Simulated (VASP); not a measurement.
A run of VASP 6.6.1:

INCAR

```
SYSTEM = Si2Mo
PREC     = Accurate       ! precision mode
ENCUT    = 520            ! plane-wave cutoff, eV
EDIFF    = 1E-6           ! SCF threshold, eV
ISMEAR   = -1             ! smearing method
SIGMA    = 0.03           ! smearing width, eV
LREAL    = .False.        ! projectors in reciprocal space
LASPH    = .True.         ! aspherical terms in the spheres
NELM     = 80             ! most SCF steps
ALGO     = Normal         ! electronic algorithm
ISIF     = 2              ! what is computed and relaxed
LWAVE    = .False.        ! write WAVECAR
LCHARG   = .False.        ! write CHGCAR
GGA      = PS             ! functional
NBANDS   = 18             ! bands
ISYM     = 0
```

File KPOINTS:

```
Automatic mesh
0
Gamma
  12 12 16
  0 0 0
```

File POSCAR:

```
Si2Mo
1.0
   -1.5673377739      1.5673377739      3.8502632003
    1.5673377739     -1.5673377739      3.8502632003
    1.5673377739      1.5673377739     -3.8502632003
Si Mo
2 1
Direct
    0.3330000000      0.3330000000      0.0000000000
    0.6670000000      0.6670000000      0.0000000000
    0.0000000000      0.0000000000      0.0000000000
```

Potentials or basis: VASP PAW PBE potentials, release 64 (Si, Mo_sv).

Command:

```bash
$ cat potpaw_PBE.64/Si/POTCAR potpaw_PBE.64/Mo_sv/POTCAR > POTCAR
$ mpirun -np 1 vasp_std > vasp.out
```

Hardware: 1 thread of Intel(R) Xeon(R) Platinum 8488C (Sapphire Rapids), on a shared host.

Q: How long does it take, and how much memory?

A: It took 14 min on 1 thread of Intel(R) Xeon(R) Platinum 8488C (Sapphire Rapids), with other jobs on the host, peak memory 0.8 GiB. Counts: scf iterations 13, k points 1156.
